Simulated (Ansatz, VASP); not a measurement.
**One calculation of ScTaN, two programs**

Contents of INCAR:

```
SYSTEM = ScTaN
PREC = Accurate ; ENCUT = 600
EDIFF = 1E-6 ; ISMEAR = -1
SIGMA = 0.05 ; LREAL = .FALSE.
LASPH = .TRUE. ; NELM = 80
ALGO = Normal ; ISIF = 3
LWAVE = .FALSE. ; LCHARG = .FALSE.
GGA = PS ; IVDW = 13
IBRION = 2 ; NSW = 60
EDIFFG = -0.01
```

KPOINTS

```
Automatic mesh
0
G
  10 10 3
  0 0 0
```

The input POSCAR:

```
ScTaN
1.0
    3.0850655424      0.0000000000      0.0000000000
   -1.5425327712      2.6717451321      0.0000000000
    0.0000000000      0.0000000000     10.3401360000
Ta Sc N
2 2 2
Direct
    0.3333333333      0.6666666667      0.2456310000
    0.6666666667      0.3333333333      0.7543690000
    0.0000000000      0.0000000000      0.0000000000
    0.0000000000      0.0000000000      0.5000000000
    0.3333333333      0.6666666667      0.6298410000
    0.6666666667      0.3333333333      0.3701590000
```

input.yaml

```yaml
crystal:
  lattice:
    - [3.0850655424, 0.0, 0.0]
    - [-1.5425327712, 2.6717451321, 0.0]
    - [0.0, 0.0, 10.340136]
  atoms:
    - { symbol: Ta, position: [0.3333333333, 0.6666666667, 0.245631] }
    - { symbol: Ta, position: [0.6666666667, 0.3333333333, 0.754369] }
    - { symbol: Sc, position: [0.0, 0.0, 0.0] }
    - { symbol: Sc, position: [0.0, 0.0, 0.5] }
    - { symbol: "N", position: [0.3333333333, 0.6666666667, 0.629841] }
    - { symbol: "N", position: [0.6666666667, 0.3333333333, 0.370159] }
hamiltonian:
  xc: pbesol
  pseudopotentials: { kind: paw }
  dispersion: d4
kpoints:
  mp_grid: { grid: [10, 10, 3] }
scf:
  occupations: { method: fermi_dirac, width: 0.05 }
output:
  forces: true
  stress: true
  eigenvalues: true
relax:
  f_tol: 0.01
  max_steps: 40
  cell: { stress_tol: 0.05 }
```

Alike in both runs: task relaxation of cell and atoms; functional PBEsol; dispersion D4; k mesh 10 × 10 × 3; occupations fermi-dirac, width 0.05 eV; no spin polarisation.

|  | VASP | Ansatz |
| --- | --- | --- |
| version | VASP 6.6.1 | Ansatz 0.2.0 |
| potentials or method | VASP PAW PBE potentials, release 64 (Ta_pv, Sc_sv, N) | Ansatz PAW |
| plane-wave cutoff (eV) | 600 | 420 |
| valence electrons in the cell | 54 | 58 |

```tsv
	VASP	Ansatz	Ansatz less VASP
gap on the k mesh at the Fermi level, each at its own relaxed structure (eV)	none	none	-
relaxed volume (Å³/atom)	13.62	13.59	-0.034
relaxed cell length with the largest relative difference (Å)	10.180	10.170	-0.0099
```

VASP's potentials were made for PBE, not for PBEsol. A gap of «none» marks a metal or a gap that the smearing closes. VASP's potentials hold 54 valence electrons a cell and Ansatz's 58, so a difference there can come from the potentials and not from the codes.

Neither program's run includes spin-orbit coupling. Noted on Ansatz's run: the plane-wave basis is chosen anew once the cell has moved, so the energies of steps on either side of that aren't comparable.
